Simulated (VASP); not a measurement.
# SrO (Fm-3m) in VASP: further runs

The runs below take SrO through single point, relaxation of cell and atoms, with r2SCAN.

All numbers are computed with VASP 6.6.1; they aren't measurements. Logs are shortened: lines on timing, memory, paths and dates and some standing lists are left out, and cuts for length are marked.

## 1. The cell of the first run

It takes space group Fm-3m (No. 225, cubic). Conventional cell: a = 5.160 Å, b = 5.160 Å, c = 5.160 Å, α = 90.00°, β = 90.00°, γ = 90.00°. Sr (site symmetry m-3m) has 6 O at 2.58 Å within 3.4 Å. O (site symmetry m-3m) has 6 Sr at 2.58 Å within 3.4 Å.

## 2. Single point, r2SCAN

POSCAR

```
SrO
1.0
    0.0000000000      2.5801213120      2.5801213120
    2.5801213120      0.0000000000      2.5801213120
    2.5801213120      2.5801213120      0.0000000000
Sr O
1 1
Direct
    0.0000000000      0.0000000000      0.0000000000
    0.5000000000      0.5000000000      0.5000000000
```

INCAR.step1

```
SYSTEM = SrO
ALGO     = Normal         ! electronic algorithm
EDIFF    = 1E-4           ! SCF threshold, eV
ENCUT    = 520            ! plane-wave cutoff, eV
GGA      = PE             ! functional
ISMEAR   = 0              ! smearing method
LASPH    = .TRUE.         ! aspherical terms in the spheres
LCHARG   = .FALSE.        ! write CHGCAR
LREAL    = .FALSE.        ! projectors in reciprocal space
LWAVE    = .TRUE.         ! write WAVECAR
NBANDS   = 15             ! bands
NELM     = 100            ! most SCF steps
PREC     = Accurate       ! precision mode
SIGMA    = 0.01           ! smearing width, eV
```

INCAR.step2

```
SYSTEM = SrO
ALGO     = Normal         ! electronic algorithm
EDIFF    = 1E-7           ! SCF threshold, eV
ENCUT    = 520            ! plane-wave cutoff, eV
ISIF     = 2              ! what is computed and relaxed
ISMEAR   = 0              ! smearing method
ISTART   = 1            
LASPH    = .TRUE.         ! aspherical terms in the spheres
LCHARG   = .FALSE.        ! write CHGCAR
LMIXTAU  = .TRUE.       
LREAL    = .FALSE.        ! projectors in reciprocal space
LWAVE    = .FALSE.        ! write WAVECAR
METAGGA  = R2SCAN         ! meta-GGA
NBANDS   = 15             ! bands
NELM     = 100            ! most SCF steps
PREC     = Accurate       ! precision mode
SIGMA    = 0.01           ! smearing width, eV
```

KPOINTS

```
k-points
0
G
  8 8 8
  0 0 0
```

Potentials or basis: VASP PAW PBE potentials, release 64 (Sr_sv, O).

Run with:

```sh
$ cat potpaw_PBE.64/Sr_sv/POTCAR potpaw_PBE.64/O/POTCAR > POTCAR
$ cp INCAR.step1 INCAR
$ mpirun -np 1 vasp_std > vasp.out
$ cp INCAR.step2 INCAR
$ mpirun -np 1 vasp_std > vasp.out
```

OUTCAR:

```text
SYSTEM = SrO
   EDIFF = 1E-7
   ENCUT = 520
   ISIF = 2
   ISMEAR = 0
   ISTART = 1
   LASPH = .TRUE.
   LREAL = .FALSE.
   METAGGA = R2SCAN
   NELM = 100
   PREC = Accurate

 ion  position               nearest neighbor table
   1  0.000  0.000  0.000-   2 2.58   2 2.58   2 2.58   2 2.58   2 2.58   2 2.58
   2  0.500  0.500  0.500-   1 2.58   1 2.58   1 2.58   1 2.58   1 2.58   1 2.58

  LATTYP: Found a face centered cubic cell.
 ALAT       =     5.1602426240

  Lattice vectors:

 A1 = (   0.0000000000,   2.5801213120,   2.5801213120)
 A2 = (   2.5801213120,   0.0000000000,   2.5801213120)
 A3 = (   2.5801213120,   2.5801213120,   0.0000000000)

Analysis of symmetry for initial positions (statically):
=====================================================================
 Subroutine PRICEL returns:
 Original cell was already a primitive cell.

 Routine SETGRP: Setting up the symmetry group for a
 face centered cubic supercell.

 Subroutine GETGRP returns: Found 48 space group operations
 (whereof 48 operations were pure point group operations)
 out of a pool of 48 trial point group operations.

The static configuration has the point symmetry O_h .

Analysis of symmetry for dynamics (positions and initial velocities):
=====================================================================
 Subroutine PRICEL returns:
 Original cell was already a primitive cell.

 Routine SETGRP: Setting up the symmetry group for a
 face centered cubic supercell.

 Subroutine GETGRP returns: Found 48 space group operations
 (whereof 48 operations were pure point group operations)
 out of a pool of 48 trial point group operations.

The dynamic configuration has the point symmetry O_h .

 Subroutine INISYM returns: Found 48 space group operations
 (whereof 48 operations are pure point group operations),
 and found     1 'primitive' translations

----------------------------------------------------------------------------------------

                                     Primitive cell

  volume of cell :      34.3519

  direct lattice vectors                    reciprocal lattice vectors
     0.000000000  2.580121312  2.580121312    -0.193789338  0.193789338  0.193789338
     2.580121312  0.000000000  2.580121312     0.193789338 -0.193789338  0.193789338
     2.580121312  2.580121312  0.000000000     0.193789338  0.193789338 -0.193789338

  length of vectors
     3.648842552  3.648842552  3.648842552     0.335652979  0.335652979  0.335652979

  position of ions in fractional coordinates (direct lattice)
     0.000000000  0.000000000  0.000000000
     0.500000000  0.500000000  0.500000000

  ion indices of the primitive-cell ions
   primitive index   ion index
                 1           1
                 2           2

----------------------------------------------------------------------------------------

 KPOINTS: k-points

Automatic generation of k-mesh.
 Grid dimensions read from file:
 generate k-points for:    8    8    8

 Generating k-lattice:

  Cartesian coordinates                     Fractional coordinates (reciprocal lattice)
    -0.024223667  0.024223667  0.024223667     0.125000000  0.000000000  0.000000000
     0.024223667 -0.024223667  0.024223667     0.000000000  0.125000000  0.000000000
     0.024223667  0.024223667 -0.024223667     0.000000000  0.000000000  0.125000000

  Length of vectors
     0.041956622  0.041956622  0.041956622

  Shift w.r.t. Gamma in fractional coordinates (k-lattice)
     0.000000000  0.000000000  0.000000000

 Subroutine IBZKPT returns following result:
 ===========================================

 Found     29 irreducible k-points:

 Following reciprocal coordinates:
            Coordinates               Weight
  0.000000  0.000000  0.000000      1.000000
  0.125000  0.000000  0.000000      8.000000
  0.250000  0.000000  0.000000      8.000000
  0.375000  0.000000  0.000000      8.000000
  0.500000  0.000000  0.000000      4.000000
  0.125000  0.125000  0.000000      6.000000
[... 16 lines left out ...]
  0.500000  0.250000  0.125000     48.000000
 -0.375000  0.250000  0.125000     24.000000
 [... further k-points ...]
   k-points           NKPTS =     29   k-points in BZ     NKDIM =     29   number of bands    NBANDS=     15
   number of dos      NEDOS =    301   number of ions     NIONS =      2
   total plane-waves  NPLWV =  21952
   dimension x,y,z NGX =    28 NGY =   28 NGZ =   28
   dimension x,y,z NGXF=    56 NGYF=   56 NGZF=   56
   ions per type =               1   1
   NGX,Y,Z   is equivalent  to a cutoff of  12.76, 12.76, 12.76 a.u.
   NGXF,Y,Z  is equivalent  to a cutoff of  25.51, 25.51, 25.51 a.u.
 SYSTEM =  SrO
   PREC   = accura    normal or accurate (medium, high low for compatibility)
   ISTART =      1    job   : 0-new  1-cont  2-samecut
   ICHARG =      0    charge: 1-file 2-atom 10-const
   ISPIN  =      1    spin polarized calculation?
   LNONCOLLINEAR =      F non collinear calculations
   LSORBIT =      F    spin-orbit coupling
   LASPH  =      T    aspherical Exc in radial PAW
   ENCUT  =  520.0 eV  38.22 Ry    6.18 a.u.   6.78  6.78  6.78*2*pi/ulx,y,z
   NELM   =    100;   NELMIN=  2; NELMDL=  0     # of ELM steps
   EDIFF  = 0.1E-06   stopping-criterion for ELM
   LREAL  =      F    real-space projection
   EDIFFG = 0.1E-05   stopping-criterion for IOM
   NSW    =      0    number of steps for IOM
   IBRION =     -1    ionic relax: 0-MD 1-quasi-New 2-CG
   NFREE  =      0    steps in history (QN), initial steepest desc. (CG)
   ISIF   =      2    stress and relaxation
   ISYM   =      2    0-nonsym 1-usesym 2-fastsym
   POTIM  = 0.5000    time-step for ionic-motion
   TEBEG  =    0.0;   TEEND  =   0.0 temperature during run
   PSTRESS=    0.0 pullay stress
   NELECT =      16.0000    total number of electrons
   NUPDOWN=      -1.0000    fix difference up-down
   EMIN   =  10.00;   EMAX   =-10.00  energy-range for DOS
   EFERMI =   0.00;   METHOD = LEGACY
   ISMEAR =     0;   SIGMA  =   0.01  broadening in eV -4-tet -1-fermi 0-gaus
   EFERMI_NEDOS =   21; number of points for ismear=-14 and -15
   IALGO  =     38    algorithm
   IMIX   =      4    mixing-type and parameters
     AMIX     =   0.40;   BMIX     =  1.00
     AMIX_MAG =   1.60;   BMIX_MAG =  1.00
  volume/ion in A,a.u.               =      17.18       115.91
  Fermi-wavevector in a.u.,A,eV,Ry     =   1.269009  2.398079 21.910602  1.610384
  Thomas-Fermi vector in A             =   2.402073
   LORBIT       =      0    0 simple, 1 ext, 2 COOP (PROOUT), +10 PAW based schemes
   METAGGA = R2SCAN    functional components
   LHFCALC =     F    Hartree Fock is set to
   AEXX    =    0.0000 exact exchange contribution
   IVDW    =     0    specifies the selected vdW correction
   LEPSILON=     F    determine dielectric tensor
   LRPA    =     F    only Hartree local field effects (RPA)
 non-spin polarized calculation
 Gauss-broadening in eV      SIGMA  =   0.01
  energy-cutoff  :      520.00
  volume of cell :       34.35
 maximum number of plane-waves:       941
   NGX = 13   NGY = 13   NGZ = 13

 number of electron      15.9999998 magnetization

 Free energy of the ion-electron system (eV)
  ---------------------------------------------------
  ext. energy  EPLUGINS =         0.00000000
  ---------------------------------------------------
  free energy    TOTEN  =       -27.05574231 eV

  energy without entropy =      -27.05574231  energy(sigma->0) =      -27.05574231

 E-fermi :   1.3569     XC(G=0): -10.5314

 val. band max:        1.2927168132   @ k =   0.0000   0.0000   0.0000
 cond. band min:       5.0405350527   @ k =   0.5000   0.5000   0.0000
 fundamental gap:      3.7478182395
 Fermi energy:         1.3568989144

 k-point     1 :       0.0000    0.0000    0.0000
  band No.  band energies     occupation
      1     -32.2176      2.00000
      2     -14.7223      2.00000
      3     -13.2516      2.00000
      4     -13.2516      2.00000
      5     -13.2516      2.00000
      6       1.2927      2.00000
      7       1.2927      2.00000
      8       1.2927      2.00000
      9       5.8729      0.00000
     10       8.0460      0.00000
     11       8.0460      0.00000
     12       8.0460      0.00000
     13      10.3430      0.00000
     14      10.3430      0.00000
     15      14.5364      0.00000

 k-point     2 :       0.1250    0.0000    0.0000
  band No.  band energies     occupation
      1     -32.1984      2.00000
      2     -15.0101      2.00000
      3     -13.2628      2.00000
      4     -13.2628      2.00000
      5     -13.0108      2.00000
      6       0.8701      2.00000
      7       1.1029      2.00000
      8       1.1030      2.00000
      9       6.5525      0.00000
     10       7.8852      0.00000
     11       8.3544      0.00000
     12       8.3544      0.00000
     13      10.7492      0.00000
     14      10.7492      0.00000
     15      15.5463      0.00000

 k-point     3 :       0.2500    0.0000    0.0000
  band No.  band energies     occupation
      1     -32.1516      2.00000
      2     -15.5180      2.00000
      3     -13.2895      2.00000
      4     -13.2895      2.00000
      5     -12.6179      2.00000
      6       0.0734      2.00000
      7       0.6896      2.00000
      8       0.6896      2.00000
      9       7.7965      0.00000
     10       8.0945      0.00000
     11       9.1916      0.00000
     12       9.1916      0.00000
     13      11.7701      0.00000
     14      11.7701      0.00000
     15      17.5557      0.00000

 k-point     4 :       0.3750    0.0000    0.0000
  band No.  band energies     occupation
      1     -32.1042      2.00000
      2     -15.9148      2.00000
      3     -13.3157      2.00000
      4     -13.3157      2.00000
      5     -12.3365      2.00000
      6      -0.5664      2.00000
      7       0.3244      2.00000
      8       0.3244      2.00000
      9       8.1186      0.00000
     10       9.6073      0.00000
     11      10.2147      0.00000
     12      10.2147      0.00000
     13      13.0362      0.00000
     14      13.0362      0.00000
     15      17.5316      0.00000
[... 307 lines left out ...]
 k-point    22 :       0.3750    0.2500    0.1250
  band No.  band energies     occupation
      1     -32.1177      2.00000
      2     -15.5366      2.00000
      3     -13.4969      2.00000
      4     -13.3452      2.00000
      5     -12.6627      2.00000
      6      -0.1298      2.00000
      7       0.6154      2.00000
      8       1.0241      2.00000
      9       6.8518      0.00000
     10       8.4352      0.00000
     11      10.0736      0.00000
     12      10.4528      0.00000
     13      11.9187      0.00000
     14      12.7461      0.00000
     15      18.6962      0.00000

 k-point    23 :       0.5000    0.2500    0.1250
  band No.  band energies     occupation
      1     -32.0802      2.00000
      2     -15.6913      2.00000
      3     -13.5965      2.00000
      4     -13.4173      2.00000
      5     -12.6004      2.00000
      6      -0.1999      2.00000
      7       0.3796      2.00000
      8       0.7837      2.00000
      9       7.3543      0.00000
     10       9.0318      0.00000
     11      10.8173      0.00000
     12      10.9313      0.00000
     13      13.0354      0.00000
     14      13.9755      0.00000
     15      16.4671      0.00000

 k-point    24 :      -0.3750    0.2500    0.1250
  band No.  band energies     occupation
      1     -32.0645      2.00000
      2     -15.7530      2.00000
      3     -13.6168      2.00000
      4     -13.4717      2.00000
      5     -12.5739      2.00000
      6      -0.2331      2.00000
      7       0.4458      2.00000
      8       0.5205      2.00000
      9       8.1681      0.00000
     10       8.5410      0.00000
     11      11.2197      0.00000
     12      11.3580      0.00000
     13      13.5502      0.00000
     14      14.8615      0.00000
     15      15.5529      0.00000

 [... further k-points ...]

------------------------ aborting loop because EDIFF is reached ----------------------------------------

  FORCE on cell =-STRESS in cart. coord.  units (eV):
  Direction    XX          YY          ZZ          XY          YZ          ZX
  --------------------------------------------------------------------------------------
  -------------------------------------------------------------------------------------
  Total        0.1075251      0.1075251      0.1075251      0.0000000     -0.0000000      0.0000000
  in kB        5.0149916      5.0149916      5.0149916      0.0000000     -0.0000000      0.0000000
  external PRESSURE =       5.0149916 kB  Pullay stress =       0.0000000 kB

 VOLUME and BASIS-vectors are now :
 -----------------------------------------------------------------------------
  energy-cutoff  :      520.00
  volume of cell :       34.35
      direct lattice vectors                 reciprocal lattice vectors
     0.000000000  2.580121312  2.580121312    -0.193789338  0.193789338  0.193789338
     2.580121312  0.000000000  2.580121312     0.193789338 -0.193789338  0.193789338
     2.580121312  2.580121312  0.000000000     0.193789338  0.193789338 -0.193789338

 POSITION                                       TOTAL-FORCE (eV/Angst)
 -----------------------------------------------------------------------------------
      0.00000      0.00000      0.00000         0.000000      0.000000     -0.000000
      2.58012      2.58012      2.58012        -0.000000     -0.000000      0.000000
 -----------------------------------------------------------------------------------
    total drift:                                0.000000      0.000000      0.000000

  FREE ENERGIE OF THE ION-ELECTRON SYSTEM (eV)
  ---------------------------------------------------
  free  energy   TOTEN  =       -27.0557423112 eV

  energy  without entropy=      -27.0557423112  energy(sigma->0) =      -27.05574231
```

Run time: 2.5 min. Hardware: 1 thread of Intel Xeon 8259CL, shared host; peak memory 0.17 GiB.

What came out:

```yaml
Free_energy: -27.0557 eV
Pressure: 0.5 GPa
Band_gap_on_the_k_mesh: 3.75 eV (least direct gap 3.84 eV)
```

Levels at points of the mesh, in eV from the valence-band top:
| k point | band 5 | band 6 | band 7 | band 8 | band 9 | band 10 | band 11 | band 12 |
| --- | --- | --- | --- | --- | --- | --- | --- | --- |
| (0.00, 0.00, 0.00) | -14.54 | 0.00 | 0.00 | 0.00 | 4.58 | 6.75 | 6.75 | 6.75 |
| (0.50, 0.00, 0.00) | -13.53 | -2.10 | -1.11 | -1.11 | 7.07 | 8.99 | 9.42 | 9.42 |
| (0.50, 0.50, 0.00) | -14.89 | -0.45 | -0.09 | -0.09 | 3.75 | 8.44 | 10.85 | 11.02 |

Caveat: the PAW data sets were made with another functional, which shifts forces and pressure a little.

[end of part 1 of 2]
